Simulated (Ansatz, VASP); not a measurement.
**AsF: VASP beside Ansatz**

```
As F
1.0
     2.98923    0.00000    0.00000
    -1.49462    2.58875    0.00000
     0.00000    0.00000    8.73241
As F
2 2
Direct
  0.33333 0.66667 0.08702
  0.66667 0.33333 0.58702
  0.33333 0.66667 0.29508
  0.66667 0.33333 0.79508
```

Alike in both runs: functional PBE; k mesh 18 × 18 × 6; occupations gaussian, width 0.1 eV; no spin polarisation.

Ansatz relaxed the structure, and its values are those at the end. VASP's run is a single point on that final structure, the one shown.

|  | VASP | Ansatz |
| --- | --- | --- |
| version | VASP 6.6.1 | Ansatz 0.2.0 |
| potentials or method | VASP PAW PBE potentials, release 64 (As, F), cutoff 520 eV | scalar-relativistic, plane waves, PAW |
| valence electrons in the cell | 24 | 44 |

```tsv
	VASP	Ansatz	Ansatz less VASP
gap on the k mesh at the Fermi level (eV)	none	none	-
pressure (GPa)	0.3	0.0	-0.29
rms of the force components (eV/Å)	0.108	0.000	-0.1079
```

A gap of «none» marks a metal or a gap that the smearing closes. VASP's potentials hold 24 valence electrons a cell and Ansatz's 44, so a difference there can come from the potentials and not from the codes.
